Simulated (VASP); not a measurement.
# Nd3H2 (P6/mmm) in VASP: further runs

Runs on Nd3H2. Level: PBE. Tasks: single point, relaxation of cell and atoms.

Program: VASP 6.6.1. These are calculated values, not measurements. Logs are shortened: lines on timing, memory, paths and dates and some standing lists are left out, and cuts for length are marked.

### 1 The cell of the first run

It takes space group P6/mmm (No. 191, hexagonal). The conventional cell has a = 4.687 Å, b = 4.687 Å, c = 5.337 Å, α = 90.00°, β = 90.00°, γ = 120.00°. Within 3.6 Å of Nd (site symmetry 6/mmm) lie 6 H at 2.71 Å. Nd (site symmetry -6m2) has 2 H at 2.67 Å and 3 Nd at 2.71 Å within 3.5 Å. H (site symmetry -6m2) has 5 Nd at 2.67 to 2.71 Å and 3 H at 2.71 Å within 3.5 Å.

The cell was generated, and may not be a known phase.

### 2 Single point, PBE

Contents of INCAR:

```
SYSTEM = Nd3H2
ALGO = Normal
EDIFF = 1E-6
ENCUT = 500
GGA = PE
GGA_COMPAT = .False.
ISIF = 2
ISMEAR = 0
LASPH = .True.
LCHARG = .False.
LMAXMIX = 6
LREAL = .False.
LWAVE = .False.
NBANDS = 26
NELM = 200
PREC = Accurate
SIGMA = 0.1
```

Contents of KPOINTS:

```
k-points
0
Gamma
  6 6 4
  0 0 0
```

Contents of POSCAR:

```
Nd3H2
1.0
    4.6865532500      0.0000000000      0.0000000000
   -2.3432766300      4.0586741700      0.0000000000
    0.0000000000      0.0000000000      5.3373561500
Nd H
3 2
Direct
    0.0000000000      0.0000000000      0.0000000000
    0.3333333300      0.6666666700      0.5000000000
    0.6666666700      0.3333333300      0.5000000000
    0.3333333300      0.6666666700      0.0000000000
    0.6666666700      0.3333333300      0.0000000000
```

Potentials or basis: VASP PAW PBE potentials, release 64 (Nd_3, H), 4f in core.

Run with:

```bash
$ cat potpaw_PBE.64/Nd_3/POTCAR potpaw_PBE.64/H/POTCAR > POTCAR
$ mpirun -np 1 vasp_std > vasp.out
```

OUTCAR:

```text
SYSTEM = Nd3H2
   EDIFF = 1E-6
   ENCUT = 500
   GGA = PE
   ISIF = 2
   ISMEAR = 0
   LASPH = .True.
   LREAL = .False.
   NELM = 200
   PREC = Accurate

 ion  position               nearest neighbor table
   1  0.000  0.000  0.000-   2 3.80   3 3.80   2 3.80   3 3.80   3 3.80   3 3.80   2 3.80   2 3.80
                             3 3.80   3 3.80   2 3.80   2 3.80
   2  0.333  0.667  0.500-   3 2.71   3 2.71   3 2.71   1 3.80   1 3.80   1 3.80   1 3.80   1 3.80
                             1 3.80
   3  0.667  0.333  0.500-   2 2.71   2 2.71   2 2.71   1 3.80   1 3.80   1 3.80   1 3.80   1 3.80
                             1 3.80
   4  0.333  0.667  0.000-
   5  0.667  0.333  0.000-

  LATTYP: Found a hexagonal cell.
 ALAT       =     4.6865532500
 C/A-ratio  =     1.1388659992

  Lattice vectors:

 A1 = (   4.6865532500,   0.0000000000,   0.0000000000)
 A2 = (  -2.3432766300,   4.0586741700,   0.0000000000)
 A3 = (   0.0000000000,   0.0000000000,   5.3373561500)

Analysis of symmetry for initial positions (statically):
=====================================================================
 Subroutine PRICEL returns:
 Original cell was already a primitive cell.

 Routine SETGRP: Setting up the symmetry group for a
 hexagonal supercell.

 Subroutine GETGRP returns: Found 24 space group operations
 (whereof 24 operations were pure point group operations)
 out of a pool of 24 trial point group operations.

The static configuration has the point symmetry D_6h.

Analysis of symmetry for dynamics (positions and initial velocities):
=====================================================================
 Subroutine PRICEL returns:
 Original cell was already a primitive cell.

 Routine SETGRP: Setting up the symmetry group for a
 hexagonal supercell.

 Subroutine GETGRP returns: Found 24 space group operations
 (whereof 24 operations were pure point group operations)
 out of a pool of 24 trial point group operations.

The dynamic configuration has the point symmetry D_6h.

 Subroutine INISYM returns: Found 24 space group operations
 (whereof 24 operations are pure point group operations),
 and found     1 'primitive' translations

----------------------------------------------------------------------------------------

                                     Primitive cell

  volume of cell :     101.5229

  direct lattice vectors                    reciprocal lattice vectors
     4.686553250  0.000000000  0.000000000     0.213376430  0.123192939  0.000000000
    -2.343276630  4.058674170  0.000000000     0.000000000  0.246385878  0.000000000
     0.000000000  0.000000000  5.337356150     0.000000000  0.000000000  0.187358679

  length of vectors
     4.686553250  4.686553252  5.337356150     0.246385878  0.246385878  0.187358679

  position of ions in fractional coordinates (direct lattice)
     0.000000000  0.000000000  0.000000000
     0.333333330  0.666666670  0.500000000
     0.666666670  0.333333330  0.500000000
     0.333333330  0.666666670  0.000000000
     0.666666670  0.333333330  0.000000000

  ion indices of the primitive-cell ions
   primitive index   ion index
                 1           1
                 2           2
                 3           3
                 4           4
                 5           5

----------------------------------------------------------------------------------------

 KPOINTS: k-points

Automatic generation of k-mesh.
 Grid dimensions read from file:
 generate k-points for:    6    6    4

 Generating k-lattice:

  Cartesian coordinates                     Fractional coordinates (reciprocal lattice)
     0.035562738  0.020532157  0.000000000     0.166666667  0.000000000  0.000000000
     0.000000000  0.041064313  0.000000000     0.000000000  0.166666667  0.000000000
     0.000000000  0.000000000  0.046839670     0.000000000  0.000000000  0.250000000

  Length of vectors
     0.041064313  0.041064313  0.046839670

  Shift w.r.t. Gamma in fractional coordinates (k-lattice)
     0.000000000  0.000000000  0.000000000

 Subroutine IBZKPT returns following result:
 ===========================================

 Found     21 irreducible k-points:

 Following reciprocal coordinates:
            Coordinates               Weight
  0.000000  0.000000  0.000000      1.000000
  0.166667  0.000000  0.000000      6.000000
  0.333333  0.000000  0.000000      6.000000
  0.500000  0.000000  0.000000      3.000000
  0.166667  0.166667  0.000000      6.000000
  0.333333  0.166667  0.000000     12.000000
[... 13 lines left out ...]
  0.333333  0.166667  0.500000     12.000000
  0.333333  0.333333  0.500000      2.000000
   k-points           NKPTS =     21   k-points in BZ     NKDIM =     21   number of bands    NBANDS=     26
   number of dos      NEDOS =    301   number of ions     NIONS =      5
   total plane-waves  NPLWV =  51840
   dimension x,y,z NGX =    36 NGY =   36 NGZ =   40
   dimension x,y,z NGXF=    72 NGYF=   72 NGZF=   80
   ions per type =               3   2
   NGX,Y,Z   is equivalent  to a cutoff of  12.77, 12.77, 12.46 a.u.
   NGXF,Y,Z  is equivalent  to a cutoff of  25.54, 25.54, 24.92 a.u.
 SYSTEM =  Nd3H2
   PREC   = accura    normal or accurate (medium, high low for compatibility)
   ISTART =      0    job   : 0-new  1-cont  2-samecut
   ICHARG =      2    charge: 1-file 2-atom 10-const
   ISPIN  =      1    spin polarized calculation?
   LNONCOLLINEAR =      F non collinear calculations
   LSORBIT =      F    spin-orbit coupling
   LASPH  =      T    aspherical Exc in radial PAW
   ENCUT  =  500.0 eV  36.75 Ry    6.06 a.u.   8.54  8.54  9.73*2*pi/ulx,y,z
   NELM   =    200;   NELMIN=  2; NELMDL= -5     # of ELM steps
   EDIFF  = 0.1E-05   stopping-criterion for ELM
   LREAL  =      F    real-space projection
   EDIFFG = 0.1E-04   stopping-criterion for IOM
   NSW    =      0    number of steps for IOM
   IBRION =     -1    ionic relax: 0-MD 1-quasi-New 2-CG
   NFREE  =      0    steps in history (QN), initial steepest desc. (CG)
   ISIF   =      2    stress and relaxation
   ISYM   =      2    0-nonsym 1-usesym 2-fastsym
   POTIM  = 0.5000    time-step for ionic-motion
   TEBEG  =    0.0;   TEEND  =   0.0 temperature during run
   PSTRESS=    0.0 pullay stress
   NELECT =      35.0000    total number of electrons
   NUPDOWN=      -1.0000    fix difference up-down
   EMIN   =  10.00;   EMAX   =-10.00  energy-range for DOS
   EFERMI =   0.00;   METHOD = LEGACY
   ISMEAR =     0;   SIGMA  =   0.10  broadening in eV -4-tet -1-fermi 0-gaus
   EFERMI_NEDOS =   21; number of points for ismear=-14 and -15
   IALGO  =     38    algorithm
   IMIX   =      4    mixing-type and parameters
     AMIX     =   0.40;   BMIX     =  1.00
     AMIX_MAG =   1.60;   BMIX_MAG =  1.00
  volume/ion in A,a.u.               =      20.30       137.02
  Fermi-wavevector in a.u.,A,eV,Ry     =   1.147914  2.169244 17.928501  1.317708
  Thomas-Fermi vector in A             =   2.284592
   LORBIT       =      0    0 simple, 1 ext, 2 COOP (PROOUT), +10 PAW based schemes
   GGA     = PE    functional components
   LHFCALC =     F    Hartree Fock is set to
   AEXX    =    0.0000 exact exchange contribution
   IVDW    =     0    specifies the selected vdW correction
   LEPSILON=     F    determine dielectric tensor
   LRPA    =     F    only Hartree local field effects (RPA)
 non-spin polarized calculation
 Gauss-broadening in eV      SIGMA  =   0.10
  energy-cutoff  :      500.00
  volume of cell :      101.52
 maximum number of plane-waves:      2605
 NGX is ok and might be reduce to    36
   NGX = 17   NGY = 17   NGZ = 19

 number of electron      35.0000000 magnetization

 Free energy of the ion-electron system (eV)
  ---------------------------------------------------
  ext. energy  EPLUGINS =         0.00000000
  ---------------------------------------------------
  free energy    TOTEN  =       -19.24872999 eV

  energy without entropy =      -19.21949524  energy(sigma->0) =      -19.23411262

 E-fermi :   3.5684     XC(G=0): -10.0376

 val. band max:        3.5455931160   @ k =   0.3333   0.3333   0.5000
 cond. band min:       3.5742797828   @ k =   0.3333   0.0000   0.2500
 fundamental gap:      0.0286866668
 Fermi energy:         3.5683742206

 k-point     1 :       0.0000    0.0000    0.0000
  band No.  band energies     occupation
      1     -34.8399      2.00000
      2     -34.4591      2.00000
      3     -33.4185      2.00000
      4     -17.2810      2.00000
      5     -17.2810      2.00000
      6     -16.0154      2.00000
[... 18 lines left out ...]
     25       7.0008      0.00000
     26       7.5712      0.00000

 k-point     2 :       0.1667    0.0000    0.0000
  band No.  band energies     occupation
      1     -34.7660      2.00000
      2     -34.4584      2.00000
      3     -33.5137      2.00000
      4     -17.3633      2.00000
      5     -17.1253      2.00000
      6     -15.9367      2.00000
[... 18 lines left out ...]
     25       6.8384      0.00000
     26       8.0078      0.00000

 k-point     3 :       0.3333    0.0000    0.0000
  band No.  band energies     occupation
      1     -34.5722      2.00000
      2     -34.4555      2.00000
      3     -33.7510      2.00000
      4     -17.5105      2.00000
      5     -16.7636      2.00000
      6     -15.7342      2.00000
[... 18 lines left out ...]
     25       7.6605      0.00000
     26       7.8301      0.00000

 k-point     4 :       0.5000    0.0000    0.0000
  band No.  band energies     occupation
      1     -34.4650      2.00000
      2     -34.4010      2.00000
      3     -33.9328      2.00000
      4     -17.5773      2.00000
      5     -16.5347      2.00000
      6     -15.6491      2.00000
[... 18 lines left out ...]
     25       8.0517      0.00000
     26       8.9682      0.00000
[... 409 lines left out ...]
      1     -34.6204      2.00000
      2     -34.4653      2.00000
      3     -33.6823      2.00000
      4     -17.5079      2.00000
      5     -16.7982      2.00000
      6     -15.8286      2.00000
[... 18 lines left out ...]
     25       7.1429      0.00000
     26       7.4985      0.00000

 k-point    20 :       0.3333    0.1667    0.5000
  band No.  band energies     occupation
      1     -34.4639      2.00000
      2     -34.4008      2.00000
      3     -33.9332      2.00000
      4     -17.6564      2.00000
      5     -16.3567      2.00000
      6     -15.8205      2.00000
[... 18 lines left out ...]
     25       7.2137      0.00000
     26       7.4229      0.00000

 k-point    21 :       0.3333    0.3333    0.5000
  band No.  band energies     occupation
      1     -34.4635      2.00000
      2     -34.1721      2.00000
      3     -34.1721      2.00000
      4     -17.7588      2.00000
      5     -15.7218      2.00000
      6     -15.7218      2.00000
[... 18 lines left out ...]
     25       7.2028      0.00000
     26       8.1451      0.00000

------------------------ aborting loop because EDIFF is reached ----------------------------------------

  FORCE on cell =-STRESS in cart. coord.  units (eV):
  Direction    XX          YY          ZZ          XY          YZ          ZX
  --------------------------------------------------------------------------------------
  -------------------------------------------------------------------------------------
  Total        5.0019934      5.0019934     -4.3756570     -0.0000000      0.0000000     -0.0000000
  in kB       78.9386632     78.9386631    -69.0541731     -0.0000001      0.0000000     -0.0000000
  external PRESSURE =      29.6077177 kB  Pullay stress =       0.0000000 kB

 VOLUME and BASIS-vectors are now :
 -----------------------------------------------------------------------------
  energy-cutoff  :      500.00
  volume of cell :      101.52
      direct lattice vectors                 reciprocal lattice vectors
     4.686553250  0.000000000  0.000000000     0.213376430  0.123192939  0.000000000
    -2.343276630  4.058674170  0.000000000     0.000000000  0.246385878  0.000000000
     0.000000000  0.000000000  5.337356150     0.000000000  0.000000000  0.187358679

 POSITION                                       TOTAL-FORCE (eV/Angst)
 -----------------------------------------------------------------------------------
      0.00000      0.00000      0.00000         0.000000      0.000000      0.000000
     -0.00000      2.70578      2.66868         0.000000      0.000000      0.000000
      2.34328      1.35289      2.66868        -0.000000      0.000000      0.000000
     -0.00000      2.70578      0.00000        -0.000000      0.000000     -0.000000
      2.34328      1.35289      0.00000         0.000000     -0.000000      0.000000
 -----------------------------------------------------------------------------------
    total drift:                               -0.000000      0.000000      0.000000

  FREE ENERGIE OF THE ION-ELECTRON SYSTEM (eV)
  ---------------------------------------------------
  free  energy   TOTEN  =       -19.2487299902 eV

  energy  without entropy=      -19.2194952440  energy(sigma->0) =      -19.23411262
```

Wall time 83 s (1 thread of Intel Xeon Platinum 8375C at 2.90GHz (Ice Lake), shared host); peak memory 0.23 GiB.

What came out:

* Free energy: -19.2487 eV
* Pressure: 3.0 GPa
* Band gap on the k mesh: zero (an odd number of electrons rules out a gap without spin polarisation)

Caveat: the stress differs along the axes, from -7 to 8 GPa; spin-orbit coupling is left out, which moves the levels of the heavy elements; the 4f electrons are frozen in the core, so they carry no moment and show no levels. Spin polarisation is off, so any magnetic state and its effect on volume and gap are missing.

(Part 1 of 2 ends here.)

The gap in the log of VASP goes by the Fermi energy; the results here count the filled bands.